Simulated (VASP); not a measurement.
# TiC (Fm-3m) in VASP: a series of runs, part 2 of 2

VASP 6.6.1.

### 3 Single point, PBEsol (strain +0.030 along x and y, +0.030 along z)

INCAR reads:

```
PREC = Accurate
ENCUT = 520
EDIFF = 1E-6
ISMEAR = 0
SIGMA = 0.15
LREAL = F
LASPH = T
NELM = 60
ALGO = Normal
ISIF = 2
LWAVE = F
LCHARG = F
GGA = PS
NBANDS = 15
```

KPOINTS reads:

```
Automatic mesh
0
Gamma
  18 18 18
```

POSCAR reads:

```
TiC
1.0
    0.0000000000      2.2289200000      2.2289200000
    2.2289200000      0.0000000000      2.2289200000
    2.2289200000      2.2289200000      0.0000000000
Ti C
1 1
Direct
    0.0000000000      0.0000000000      0.0000000000
    0.5000000000      0.5000000000      0.5000000000
```

Potentials or basis: VASP PAW PBE potentials, release 64 (Ti_sv, C).

The run is started by

```bash
cat potpaw_PBE.64/Ti_sv/POTCAR potpaw_PBE.64/C/POTCAR > POTCAR
mpirun -np 1 vasp_std > vasp.out
```

OUTCAR:

```text
PREC = Accurate
   ENCUT = 520
   EDIFF = 1E-6
   ISMEAR = 0
   LREAL = F
   LASPH = T
   NELM = 60
   ISIF = 2
   GGA = PS

 ion  position               nearest neighbor table
   1  0.000  0.000  0.000-   2 2.23   2 2.23   2 2.23   2 2.23   2 2.23   2 2.23
   2  0.500  0.500  0.500-   1 2.23   1 2.23   1 2.23   1 2.23   1 2.23   1 2.23

  LATTYP: Found a face centered cubic cell.
 ALAT       =     4.4578400000

  Lattice vectors:

 A1 = (   0.0000000000,   2.2289200000,   2.2289200000)
 A2 = (   2.2289200000,   0.0000000000,   2.2289200000)
 A3 = (   2.2289200000,   2.2289200000,   0.0000000000)

Analysis of symmetry for initial positions (statically):
=====================================================================
 Subroutine PRICEL returns:
 Original cell was already a primitive cell.

 Routine SETGRP: Setting up the symmetry group for a
 face centered cubic supercell.

 Subroutine GETGRP returns: Found 48 space group operations
 (whereof 48 operations were pure point group operations)
 out of a pool of 48 trial point group operations.

The static configuration has the point symmetry O_h .

Analysis of symmetry for dynamics (positions and initial velocities):
=====================================================================
 Subroutine PRICEL returns:
 Original cell was already a primitive cell.

 Routine SETGRP: Setting up the symmetry group for a
 face centered cubic supercell.

 Subroutine GETGRP returns: Found 48 space group operations
 (whereof 48 operations were pure point group operations)
 out of a pool of 48 trial point group operations.

The dynamic configuration has the point symmetry O_h .

 Subroutine INISYM returns: Found 48 space group operations
 (whereof 48 operations are pure point group operations),
 and found     1 'primitive' translations

----------------------------------------------------------------------------------------

                                     Primitive cell

  volume of cell :      22.1469

  direct lattice vectors                    reciprocal lattice vectors
     0.000000000  2.228920000  2.228920000    -0.224323888  0.224323888  0.224323888
     2.228920000  0.000000000  2.228920000     0.224323888 -0.224323888  0.224323888
     2.228920000  2.228920000  0.000000000     0.224323888  0.224323888 -0.224323888

  length of vectors
     3.152168893  3.152168893  3.152168893     0.388540371  0.388540371  0.388540371

  position of ions in fractional coordinates (direct lattice)
     0.000000000  0.000000000  0.000000000
     0.500000000  0.500000000  0.500000000

  ion indices of the primitive-cell ions
   primitive index   ion index
                 1           1
                 2           2

----------------------------------------------------------------------------------------

 KPOINTS: Automatic mesh

Automatic generation of k-mesh.
 Grid dimensions read from file:
 generate k-points for:   18   18   18

 Generating k-lattice:

  Cartesian coordinates                     Fractional coordinates (reciprocal lattice)
    -0.012462438  0.012462438  0.012462438     0.055555556  0.000000000  0.000000000
     0.012462438 -0.012462438  0.012462438     0.000000000  0.055555556  0.000000000
     0.012462438  0.012462438 -0.012462438     0.000000000  0.000000000  0.055555556

  Length of vectors
     0.021585576  0.021585576  0.021585576

  Shift w.r.t. Gamma in fractional coordinates (k-lattice)
     0.000000000  0.000000000  0.000000000

 Subroutine IBZKPT returns following result:
 ===========================================

 Found    195 irreducible k-points:

 Following reciprocal coordinates:
            Coordinates               Weight
  0.000000  0.000000  0.000000      1.000000
  0.055556  0.000000  0.000000      8.000000
  0.111111  0.000000  0.000000      8.000000
  0.166667  0.000000  0.000000      8.000000
  0.222222  0.000000  0.000000      8.000000
  0.277778  0.000000  0.000000      8.000000
[... 16 lines left out ...]
 -0.277778  0.055556  0.000000     24.000000
 -0.222222  0.055556  0.000000     24.000000
 [... further k-points ...]
   k-points           NKPTS =    195   k-points in BZ     NKDIM =    195   number of bands    NBANDS=     15
   number of dos      NEDOS =    301   number of ions     NIONS =      2
   total plane-waves  NPLWV =  13824
   dimension x,y,z NGX =    24 NGY =   24 NGZ =   24
   dimension x,y,z NGXF=    48 NGYF=   48 NGZF=   48
   ions per type =               1   1
   NGX,Y,Z   is equivalent  to a cutoff of  12.66, 12.66, 12.66 a.u.
   NGXF,Y,Z  is equivalent  to a cutoff of  25.32, 25.32, 25.32 a.u.
 SYSTEM =  unknown system
   PREC   = accura    normal or accurate (medium, high low for compatibility)
   ISTART =      0    job   : 0-new  1-cont  2-samecut
   ICHARG =      2    charge: 1-file 2-atom 10-const
   ISPIN  =      1    spin polarized calculation?
   LNONCOLLINEAR =      F non collinear calculations
   LSORBIT =      F    spin-orbit coupling
   LASPH  =      T    aspherical Exc in radial PAW
   ENCUT  =  520.0 eV  38.22 Ry    6.18 a.u.   5.86  5.86  5.86*2*pi/ulx,y,z
   NELM   =     60;   NELMIN=  2; NELMDL= -5     # of ELM steps
   EDIFF  = 0.1E-05   stopping-criterion for ELM
   LREAL  =      F    real-space projection
[... 7 lines left out ...]
   TEBEG  =    0.0;   TEEND  =   0.0 temperature during run
   PSTRESS=    0.0 pullay stress
   NELECT =      16.0000    total number of electrons
   NUPDOWN=      -1.0000    fix difference up-down
   EMIN   =  10.00;   EMAX   =-10.00  energy-range for DOS
   EFERMI =   0.00;   METHOD = LEGACY
   ISMEAR =     0;   SIGMA  =   0.15  broadening in eV -4-tet -1-fermi 0-gaus
   EFERMI_NEDOS =   21; number of points for ismear=-14 and -15
   IALGO  =     38    algorithm
   IMIX   =      4    mixing-type and parameters
     AMIX     =   0.40;   BMIX     =  1.00
     AMIX_MAG =   1.60;   BMIX_MAG =  1.00
  volume/ion in A,a.u.               =      11.07        74.73
  Fermi-wavevector in a.u.,A,eV,Ry     =   1.468961  2.775934 29.359294  2.157847
  Thomas-Fermi vector in A             =   2.584396
   LORBIT       =      0    0 simple, 1 ext, 2 COOP (PROOUT), +10 PAW based schemes
   GGA     = PS    functional components
   LHFCALC =     F    Hartree Fock is set to
   AEXX    =    0.0000 exact exchange contribution
   IVDW    =     0    specifies the selected vdW correction
   LEPSILON=     F    determine dielectric tensor
   LRPA    =     F    only Hartree local field effects (RPA)
 non-spin polarized calculation
 Gauss-broadening in eV      SIGMA  =   0.15
  energy-cutoff  :      520.00
  volume of cell :       22.15
 maximum number of plane-waves:       609
   NGX = 11   NGY = 11   NGZ = 11

 number of electron      16.0000004 magnetization

 Free energy of the ion-electron system (eV)
  ---------------------------------------------------
  ext. energy  EPLUGINS =         0.00000000
  ---------------------------------------------------
  free energy    TOTEN  =       -19.61439805 eV

  energy without entropy =      -19.61078786  energy(sigma->0) =      -19.61259295

 E-fermi :   8.3186     XC(G=0): -12.4186

 val. band max:        8.3184440748   @ k =   0.2778   0.2222   0.0000
 cond. band min:       8.3418519643   @ k =   0.1667   0.1667   0.0000
 fundamental gap:      0.0234078895
 Fermi energy:         8.3185554556

 k-point     1 :       0.0000    0.0000    0.0000
  band No.  band energies     occupation
      1     -48.2616      2.00000
      2     -24.4248      2.00000
      3     -24.4248      2.00000
      4     -24.4248      2.00000
      5      -3.6418      2.00000
      6       8.9470      0.00000
      7       8.9470      0.00000
      8       8.9470      0.00000
      9       9.8645      0.00000
     10       9.8645      0.00000
     11       9.9160      0.00000
     12       9.9160      0.00000
     13       9.9160      0.00000
     14      17.5680      0.00000
     15      21.9006      0.00000
[... 397 lines left out ...]
 k-point    24 :      -0.2222    0.0556    0.0000
  band No.  band energies     occupation
      1     -48.2369      2.00000
      2     -24.6007      2.00000
      3     -24.4550      2.00000
      4     -24.4377      2.00000
      5      -2.4920      2.00000
      6       5.8318      2.00000
      7       6.7340      2.00000
      8       6.9409      2.00000
      9       9.6851      0.00000
     10      10.0482      0.00000
     11      10.9302      0.00000
     12      13.0090      0.00000
     13      13.9719      0.00000
     14      18.6135      0.00000
     15      21.6644      0.00000

 [... further k-points ...]

------------------------ aborting loop because EDIFF is reached ----------------------------------------

  FORCE on cell =-STRESS in cart. coord.  units (eV):
  Direction    XX          YY          ZZ          XY          YZ          ZX
  --------------------------------------------------------------------------------------
  -------------------------------------------------------------------------------------
  Total       -3.2809059     -3.2809059     -3.2809059      0.0000000      0.0000000     -0.0000000
  in kB     -237.3509176   -237.3509176   -237.3509176      0.0000000      0.0000000     -0.0000000
  external PRESSURE =    -237.3509176 kB  Pullay stress =       0.0000000 kB

 VOLUME and BASIS-vectors are now :
 -----------------------------------------------------------------------------
  energy-cutoff  :      520.00
  volume of cell :       22.15
      direct lattice vectors                 reciprocal lattice vectors
     0.000000000  2.228920000  2.228920000    -0.224323888  0.224323888  0.224323888
     2.228920000  0.000000000  2.228920000     0.224323888 -0.224323888  0.224323888
     2.228920000  2.228920000  0.000000000     0.224323888  0.224323888 -0.224323888

 POSITION                                       TOTAL-FORCE (eV/Angst)
 -----------------------------------------------------------------------------------
      0.00000      0.00000      0.00000         0.000000      0.000000     -0.000000
      2.22892      2.22892      2.22892        -0.000000     -0.000000      0.000000
 -----------------------------------------------------------------------------------
    total drift:                                0.000000     -0.000000     -0.000000

  FREE ENERGIE OF THE ION-ELECTRON SYSTEM (eV)
  ---------------------------------------------------
  free  energy   TOTEN  =       -19.6143980495 eV

  energy  without entropy=      -19.6107878573  energy(sigma->0) =      -19.61259295
```

stdout:

```text
POSCAR found type information on POSCAR TiC
 POSCAR found :  2 types and       2 ions
 scaLAPACK will be used
 -----------------------------------------------------------------------------
|                                                                             |
|                                                                             |
|     You enforced a specific xc type in the INCAR file but a different       |
|     I HOPE YOU KNOW WHAT YOU ARE DOING!                                     |
|                                                                             |
 -----------------------------------------------------------------------------

 LDA part: xc-table for (Slater+PW92), standard interpolation
 POSCAR, INCAR and KPOINTS ok, starting setup
 FFT: planning ... GRIDC
 FFT: planning ... GRID_SOFT
 FFT: planning ... GRID
 WAVECAR not read
 entering main loop
```

It took 83 s on 1 thread of Intel Xeon Platinum 8259CL at 2.50GHz (Skylake/Cascade Lake), shared host; peak memory 0.18 GiB.

What came out:

```
Free energy            : -19.6144 eV
Pressure               : -23.7 GPa
Band gap on the k mesh : zero (bands 8 and 9 overlap by 1.02 eV)
```

Levels at points of the mesh, in eV from the Fermi level:
```csv
k point,band 5,band 6,band 7,band 8,band 9,band 10,band 11,band 12
"(0.00, 0.00, 0.00)",-11.96,0.63,0.63,0.63,1.55,1.55,1.60,1.60
"(0.50, 0.00, 0.00)",-8.83,-5.48,-2.63,-2.63,2.59,2.59,3.63,7.42
"(0.50, 0.50, 0.00)",-9.73,-3.35,-1.43,-0.08,-0.08,2.43,3.11,3.11
```

Caveat: the cell differs from its parent crystal (strain +0.030 along x and y, +0.030 along z); the cell stands under tension; the PAW data sets were made with another functional, which shifts forces and pressure a little.

The gap in the log of VASP goes by the Fermi energy; the results here count the filled bands.